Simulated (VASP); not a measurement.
# AlN (Fm-3m) in VASP: further runs

AlN is run at these levels: PBE; tasks: single point.

The COD entry that gives the cell may itself be a prediction, so a difference from it is no test against experiment.

Program: VASP 6.6.1. These are calculated values, not measurements. Logs are shortened: lines on timing, memory, paths and dates and some standing lists are left out, and cuts for length are marked.

**1. The cell of the first run**

The structure is cubic, space group Fm-3m (No. 225). The conventional cell has a = 3.938 Å, b = 3.938 Å, c = 3.938 Å, α = 90.00°, β = 90.00°, γ = 90.00°. Within 2.6 Å of Al (site symmetry m-3m) lie 6 N at 1.97 Å. Within 2.6 Å of N (site symmetry m-3m) lie 6 Al at 1.97 Å.

**2. Single point, PBE**

The input, INCAR:

```
SYSTEM = AlN
ALGO     = Normal         ! electronic algorithm
EDIFF    = 1E-6           ! SCF threshold, eV
ENCUT    = 600            ! plane-wave cutoff, eV
GGA      = PE             ! functional
GGA_COMPAT= .False.      
ISIF     = 2              ! what is computed and relaxed
ISMEAR   = -1             ! smearing method
LASPH    = .True.         ! aspherical terms in the spheres
LCHARG   = .False.        ! write CHGCAR
LREAL    = .False.        ! projectors in reciprocal space
LWAVE    = .False.        ! write WAVECAR
NBANDS   = 11             ! bands
NELM     = 120            ! most SCF steps
PREC     = Accurate       ! precision mode
SIGMA    = 0.01           ! smearing width, eV
```

The input, KPOINTS:

```
k-points
0
Gamma
  8 8 8
  0 0 0
```

The input, POSCAR:

```
AlN
1.0
    0.0000000000      1.9690000000      1.9690000000
    1.9690000000      0.0000000000      1.9690000000
    1.9690000000      1.9690000000      0.0000000000
Al N
1 1
Direct
    0.0000000000      0.0000000000      0.0000000000
    0.5000000000      0.5000000000      0.5000000000
```

Potentials or basis: VASP PAW PBE potentials, release 64 (Al, N).

Command:

```
> cat potpaw_PBE.64/Al/POTCAR potpaw_PBE.64/N/POTCAR > POTCAR
> mpirun -np 1 vasp_std > vasp.out
```

OUTCAR:

```text
SYSTEM = AlN
   EDIFF = 1E-6
   ENCUT = 600
   GGA = PE
   ISIF = 2
   ISMEAR = -1
   LASPH = .True.
   LREAL = .False.
   NELM = 120
   PREC = Accurate

 ion  position               nearest neighbor table
   1  0.000  0.000  0.000-   2 1.97   2 1.97   2 1.97   2 1.97   2 1.97   2 1.97
   2  0.500  0.500  0.500-   1 1.97   1 1.97   1 1.97   1 1.97   1 1.97   1 1.97

  LATTYP: Found a face centered cubic cell.
 ALAT       =     3.9380000000

  Lattice vectors:

 A1 = (   0.0000000000,   1.9690000000,   1.9690000000)
 A2 = (   1.9690000000,   0.0000000000,   1.9690000000)
 A3 = (   1.9690000000,   1.9690000000,   0.0000000000)

Analysis of symmetry for initial positions (statically):
=====================================================================
 Subroutine PRICEL returns:
 Original cell was already a primitive cell.

 Routine SETGRP: Setting up the symmetry group for a
 face centered cubic supercell.

 Subroutine GETGRP returns: Found 48 space group operations
 (whereof 48 operations were pure point group operations)
 out of a pool of 48 trial point group operations.

The static configuration has the point symmetry O_h .

Analysis of symmetry for dynamics (positions and initial velocities):
=====================================================================
 Subroutine PRICEL returns:
 Original cell was already a primitive cell.

 Routine SETGRP: Setting up the symmetry group for a
 face centered cubic supercell.

 Subroutine GETGRP returns: Found 48 space group operations
 (whereof 48 operations were pure point group operations)
 out of a pool of 48 trial point group operations.

The dynamic configuration has the point symmetry O_h .

 Subroutine INISYM returns: Found 48 space group operations
 (whereof 48 operations are pure point group operations),
 and found     1 'primitive' translations

----------------------------------------------------------------------------------------

                                     Primitive cell

  volume of cell :      15.2675

  direct lattice vectors                    reciprocal lattice vectors
     0.000000000  1.969000000  1.969000000    -0.253936008  0.253936008  0.253936008
     1.969000000  0.000000000  1.969000000     0.253936008 -0.253936008  0.253936008
     1.969000000  1.969000000  0.000000000     0.253936008  0.253936008 -0.253936008

  length of vectors
     2.784586504  2.784586504  2.784586504     0.439830068  0.439830068  0.439830068

  position of ions in fractional coordinates (direct lattice)
     0.000000000  0.000000000  0.000000000
     0.500000000  0.500000000  0.500000000

  ion indices of the primitive-cell ions
   primitive index   ion index
                 1           1
                 2           2

----------------------------------------------------------------------------------------

 KPOINTS: k-points

Automatic generation of k-mesh.
 Grid dimensions read from file:
 generate k-points for:    8    8    8

 Generating k-lattice:

  Cartesian coordinates                     Fractional coordinates (reciprocal lattice)
    -0.031742001  0.031742001  0.031742001     0.125000000  0.000000000  0.000000000
     0.031742001 -0.031742001  0.031742001     0.000000000  0.125000000  0.000000000
     0.031742001  0.031742001 -0.031742001     0.000000000  0.000000000  0.125000000

  Length of vectors
     0.054978758  0.054978758  0.054978758

  Shift w.r.t. Gamma in fractional coordinates (k-lattice)
     0.000000000  0.000000000  0.000000000

 Subroutine IBZKPT returns following result:
 ===========================================

 Found     29 irreducible k-points:

 Following reciprocal coordinates:
            Coordinates               Weight
  0.000000  0.000000  0.000000      1.000000
  0.125000  0.000000  0.000000      8.000000
  0.250000  0.000000  0.000000      8.000000
  0.375000  0.000000  0.000000      8.000000
  0.500000  0.000000  0.000000      4.000000
  0.125000  0.125000  0.000000      6.000000
[... 16 lines left out ...]
  0.500000  0.250000  0.125000     48.000000
 -0.375000  0.250000  0.125000     24.000000
 [... further k-points ...]
   k-points           NKPTS =     29   k-points in BZ     NKDIM =     29   number of bands    NBANDS=     11
   number of dos      NEDOS =    301   number of ions     NIONS =      2
   total plane-waves  NPLWV =  13824
   dimension x,y,z NGX =    24 NGY =   24 NGZ =   24
   dimension x,y,z NGXF=    48 NGYF=   48 NGZF=   48
   ions per type =               1   1
   NGX,Y,Z   is equivalent  to a cutoff of  14.33, 14.33, 14.33 a.u.
   NGXF,Y,Z  is equivalent  to a cutoff of  28.66, 28.66, 28.66 a.u.
 SYSTEM =  AlN
   PREC   = accura    normal or accurate (medium, high low for compatibility)
   ISTART =      0    job   : 0-new  1-cont  2-samecut
   ICHARG =      2    charge: 1-file 2-atom 10-const
   ISPIN  =      1    spin polarized calculation?
   LNONCOLLINEAR =      F non collinear calculations
   LSORBIT =      F    spin-orbit coupling
   LASPH  =      T    aspherical Exc in radial PAW
   ENCUT  =  600.0 eV  44.10 Ry    6.64 a.u.   5.56  5.56  5.56*2*pi/ulx,y,z
   NELM   =    120;   NELMIN=  2; NELMDL= -5     # of ELM steps
   EDIFF  = 0.1E-05   stopping-criterion for ELM
   LREAL  =      F    real-space projection
   EDIFFG = 0.1E-04   stopping-criterion for IOM
   NSW    =      0    number of steps for IOM
   IBRION =     -1    ionic relax: 0-MD 1-quasi-New 2-CG
   NFREE  =      0    steps in history (QN), initial steepest desc. (CG)
   ISIF   =      2    stress and relaxation
   ISYM   =      2    0-nonsym 1-usesym 2-fastsym
   POTIM  = 0.5000    time-step for ionic-motion
   TEBEG  =    0.0;   TEEND  =   0.0 temperature during run
   PSTRESS=    0.0 pullay stress
   NELECT =       8.0000    total number of electrons
   NUPDOWN=      -1.0000    fix difference up-down
   EMIN   =  10.00;   EMAX   =-10.00  energy-range for DOS
   EFERMI =   0.00;   METHOD = LEGACY
   ISMEAR =    -1;   SIGMA  =   0.01  broadening in eV -4-tet -1-fermi 0-gaus
   EFERMI_NEDOS =   21; number of points for ismear=-14 and -15
   IALGO  =     38    algorithm
   IMIX   =      4    mixing-type and parameters
     AMIX     =   0.40;   BMIX     =  1.00
     AMIX_MAG =   1.60;   BMIX_MAG =  1.00
  volume/ion in A,a.u.               =       7.63        51.51
  Fermi-wavevector in a.u.,A,eV,Ry     =   1.319823  2.494104 23.700443  1.741933
  Thomas-Fermi vector in A             =   2.449694
   LORBIT       =      0    0 simple, 1 ext, 2 COOP (PROOUT), +10 PAW based schemes
   GGA     = PE    functional components
   LHFCALC =     F    Hartree Fock is set to
   AEXX    =    0.0000 exact exchange contribution
   IVDW    =     0    specifies the selected vdW correction
   LEPSILON=     F    determine dielectric tensor
   LRPA    =     F    only Hartree local field effects (RPA)
 non-spin polarized calculation
  energy-cutoff  :      600.00
  volume of cell :       15.27
 maximum number of plane-waves:       531
 NGX is ok and might be reduce to    24
   NGX = 11   NGY = 11   NGZ = 11

 number of electron       8.0000000 magnetization

 Free energy of the ion-electron system (eV)
  ---------------------------------------------------
  ext. energy  EPLUGINS =         0.00000000
  ---------------------------------------------------
  free energy    TOTEN  =       -14.40938276 eV

  energy without entropy =      -14.40938276  energy(sigma->0) =      -14.40938276

 E-fermi :  11.2481     XC(G=0): -12.6611

 val. band max:       11.0249986061   @ k =   0.0000   0.0000   0.0000
 cond. band min:      16.1830433390   @ k =   0.5000   0.5000   0.0000
 fundamental gap:      5.1580447329
 Fermi energy:        11.2481145843

 k-point     1 :       0.0000    0.0000    0.0000
  band No.  band energies     occupation
      1      -7.2697      2.00000
      2      11.0250      2.00000
      3      11.0250      2.00000
      4      11.0250      2.00000
      5      17.8931      0.00000
      6      23.4441      0.00000
      7      23.4441      0.00000
      8      23.4441      0.00000
      9      28.8043      0.00000
     10      29.4033      0.00000
     11      29.4033      0.00000

 k-point     2 :       0.1250    0.0000    0.0000
  band No.  band energies     occupation
      1      -6.9257      2.00000
      2       9.5016      2.00000
      3      10.8115      2.00000
      4      10.8115      2.00000
      5      18.6612      0.00000
      6      22.3194      0.00000
      7      23.9338      0.00000
      8      23.9338      0.00000
      9      27.6936      0.00000
     10      27.6936      0.00000
     11      30.3511      0.00000

 k-point     3 :       0.2500    0.0000    0.0000
  band No.  band energies     occupation
      1      -5.9424      2.00000
      2       6.5019      2.00000
      3      10.3504      2.00000
      4      10.3504      2.00000
      5      18.6097      0.00000
      6      22.8941      0.00000
      7      23.9213      0.00000
      8      23.9213      0.00000
      9      27.8952      0.00000
     10      27.8952      0.00000
     11      29.3801      0.00000

 k-point     4 :       0.3750    0.0000    0.0000
  band No.  band energies     occupation
      1      -4.5532      2.00000
      2       3.6064      2.00000
      3       9.9471      2.00000
      4       9.9471      2.00000
      5      17.9259      0.00000
      6      23.0438      0.00000
      7      23.0438      0.00000
      8      24.6939      0.00000
      9      28.3887      0.00000
     10      30.5992      0.00000
     11      30.5992      0.00000
[... 239 lines left out ...]
 k-point    22 :       0.3750    0.2500    0.1250
  band No.  band energies     occupation
      1      -5.1278      2.00000
      2       6.1194      2.00000
      3       8.2426      2.00000
      4       9.7143      2.00000
      5      20.0076      0.00000
      6      20.6821      0.00000
      7      22.0268      0.00000
      8      25.8070      0.00000
      9      26.8838      0.00000
     10      31.4666      0.00000
     11      33.8071      0.00000

 k-point    23 :       0.5000    0.2500    0.1250
  band No.  band energies     occupation
      1      -3.8731      2.00000
      2       4.2102      2.00000
      3       7.2638      2.00000
      4       9.1398      2.00000
      5      19.9240      0.00000
      6      20.8723      0.00000
      7      22.5568      0.00000
      8      25.1975      0.00000
      9      28.8698      0.00000
     10      32.1597      0.00000
     11      34.1332      0.00000

 k-point    24 :      -0.3750    0.2500    0.1250
  band No.  band energies     occupation
      1      -3.1332      2.00000
      2       3.1211      2.00000
      3       7.0321      2.00000
      4       8.8594      2.00000
      5      20.0091      0.00000
      6      20.2766      0.00000
      7      24.1506      0.00000
      8      24.6537      0.00000
      9      30.0733      0.00000
     10      31.2089      0.00000
     11      34.5382      0.00000

 [... further k-points ...]

------------------------ aborting loop because EDIFF is reached ----------------------------------------

  FORCE on cell =-STRESS in cart. coord.  units (eV):
  Direction    XX          YY          ZZ          XY          YZ          ZX
  --------------------------------------------------------------------------------------
  -------------------------------------------------------------------------------------
  Total        2.8563318      2.8563318      2.8563318     -0.0000000      0.0000000      0.0000000
  in kB      299.7451059    299.7451059    299.7451059     -0.0000000      0.0000000      0.0000000
  external PRESSURE =     299.7451059 kB  Pullay stress =       0.0000000 kB

 VOLUME and BASIS-vectors are now :
 -----------------------------------------------------------------------------
  energy-cutoff  :      600.00
  volume of cell :       15.27
      direct lattice vectors                 reciprocal lattice vectors
     0.000000000  1.969000000  1.969000000    -0.253936008  0.253936008  0.253936008
     1.969000000  0.000000000  1.969000000     0.253936008 -0.253936008  0.253936008
     1.969000000  1.969000000  0.000000000     0.253936008  0.253936008 -0.253936008

 POSITION                                       TOTAL-FORCE (eV/Angst)
 -----------------------------------------------------------------------------------
      0.00000      0.00000      0.00000         0.000000     -0.000000     -0.000000
      1.96900      1.96900      1.96900        -0.000000      0.000000      0.000000
 -----------------------------------------------------------------------------------
    total drift:                               -0.000000     -0.000000      0.000000

  FREE ENERGIE OF THE ION-ELECTRON SYSTEM (eV)
  ---------------------------------------------------
  free  energy   TOTEN  =       -14.4093827609 eV

  energy  without entropy=      -14.4093827609  energy(sigma->0) =      -14.40938276
```

Wall time 6.8 s (1 thread of AMD EPYC 7R13 (Zen 3), shared host); peak memory 0.1 GiB.

Results:

| Item | Value |
| --- | --- |
| Free energy | -14.4094 eV |
| Pressure | 30.0 GPa |
| Band gap on the k mesh | 5.16 eV, indirect (least direct gap 6.87 eV) |

Levels at points of the mesh, in eV from the valence-band top:
| k point | band 2 | band 3 | band 4 | band 5 | band 6 | band 7 |
| --- | --- | --- | --- | --- | --- | --- |
| (0.00, 0.00, 0.00) | 0.00 | 0.00 | 0.00 | 6.87 | 12.42 | 12.42 |
| (0.50, 0.00, 0.00) | -8.83 | -1.23 | -1.23 | 6.65 | 11.66 | 11.66 |
| (0.50, 0.50, 0.00) | -7.93 | -3.01 | -3.01 | 5.16 | 5.40 | 15.05 |

A k mesh can miss the band edges. PBE gaps usually lie below the measured ones, often by a third to a half.

**3. Single point, PBE**

This run uses another cell than the first one, of 7.94 Å³/atom, 1.040 times its volume.

The input, INCAR:

```
PREC = Accurate
ENCUT = 600
EDIFF = 1E-6
ISMEAR = -1
SIGMA = 0.01
LREAL = F
LASPH = T
NELM = 120
ALGO = Normal
ISIF = 2
LWAVE = F
LCHARG = T
GGA = PE
LELF = T
LVHAR = T
NBANDS = 11
GGA_COMPAT = F
```

The input, KPOINTS:

```
Automatic mesh
0
Gamma
  8 8 8
```

The input, POSCAR:

```
AlN
1.0
    0.0000000000      1.9949108661      1.9949108661
    1.9949108661      0.0000000000      1.9949108661
    1.9949108661      1.9949108661      0.0000000000
Al N
1 1
Direct
    0.0000000000      0.0000000000      0.0000000000
    0.5000000000      0.5000000000      0.5000000000
```

Potentials or basis: VASP PAW PBE potentials, release 64 (Al, N).

Command:

```
> cat potpaw_PBE.64/Al/POTCAR potpaw_PBE.64/N/POTCAR > POTCAR
> mpirun -np 1 vasp_std > vasp.out
```

It took 6.3 s on 1 thread of AMD EPYC 7R13 (Zen 3), shared host; peak memory 0.1 GiB.

The run converged. Its results:

```yaml
Free_energy: -14.4984 eV
Pressure: 16.6 GPa
Band_gap_on_the_k_mesh: 5.00 eV, indirect (least direct gap 6.27 eV)
```

Levels at points of the mesh, in eV from the valence-band top:
| k point | band 1 | band 2 | band 3 | band 4 | band 5 | band 6 | band 7 | band 8 | band 9 |
| --- | --- | --- | --- | --- | --- | --- | --- | --- | --- |
| (0.00, 0.00, 0.00) | -17.92 | 0.00 | 0.00 | 0.00 | 6.27 | 12.29 | 12.29 | 12.29 | 17.54 |
| (0.50, 0.00, 0.00) | -14.50 | -8.56 | -1.15 | -1.15 | 6.39 | 11.33 | 11.33 | 13.91 | 16.54 |
| (0.50, 0.50, 0.00) | -13.46 | -7.65 | -2.90 | -2.90 | 5.00 | 5.23 | 14.55 | 17.89 | 17.89 |

A k mesh can miss the band edges. PBE gaps usually lie below the measured ones, often by a third to a half.

(Continued in part 2 of 2.)
